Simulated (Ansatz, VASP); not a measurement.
**Two plane-wave programs on GaP**

File INCAR:

```
SYSTEM = GaP
  ALGO = Normal
  EDIFF = 1E-6
  ENCUT = 500
  GGA = PS
  GGA_COMPAT = .FALSE.
  ISIF = 2
  ISMEAR = 0
  LASPH = .TRUE.
  LCHARG = .TRUE.
  LELF = .TRUE.
  LREAL = .FALSE.
  LVHAR = .TRUE.
  LWAVE = .FALSE.
  NBANDS = 16
  NELM = 120
  PREC = Accurate
  SIGMA = 0.05
```

KPOINTS

```
k-points
0
G
  10 10 10
  0 0 0
```

Contents of POSCAR:

```
GaP
1.0
    0.0000000000      2.7192436765      2.7192436765
    2.7192436765      0.0000000000      2.7192436765
    2.7192436765      2.7192436765      0.0000000000
Ga P
1 1
Direct
    0.0000000000      0.0000000000      0.0000000000
    0.7500000000      0.7500000000      0.7500000000
```

Input for Ansatz:

```yaml
crystal:
  lattice:
    - [0.0, 2.7192436765, 2.7192436765]
    - [2.7192436765, 0.0, 2.7192436765]
    - [2.7192436765, 2.7192436765, 0.0]
  atoms:
    - { symbol: Ga, position: [0.0, 0.0, 0.0] }
    - { symbol: P, position: [0.75, 0.75, 0.75] }
basis:
  ecutwfc: 420
  ecutrho_ratio: 4
kpoints:
  mp_grid: { grid: [10, 10, 10] }
hamiltonian:
  xc: pbesol
scf:
  occupations: { method: gaussian, width: 0.05 }
output:
  forces: true
  stress: true
  eigenvalues: true
```

Alike in both runs: task single point; functional PBEsol; k mesh 10 × 10 × 10; occupations gaussian, width 0.05 eV; no spin polarisation.

|  | VASP | Ansatz |
| --- | --- | --- |
| version | VASP 6.6.1 | Ansatz 0.2.0 |
| potentials or method | VASP PAW PBE potentials, release 64 (Ga_d, P), cutoff 500 eV | scalar-relativistic, plane waves, PAW |
| valence electrons in the cell | 18 | 18 |

```csv
,VASP,Ansatz,Ansatz less VASP
gap on the k mesh at the Fermi level (eV),1.47,1.47,-0.001
least direct gap on the mesh (eV),1.81,1.80,-0.007
pressure (GPa),-0.1,0.0,+0.10
```

VASP's potentials were made for PBE, not for PBEsol. The functional is the same, so the differences come from potentials, cutoffs and numerics.
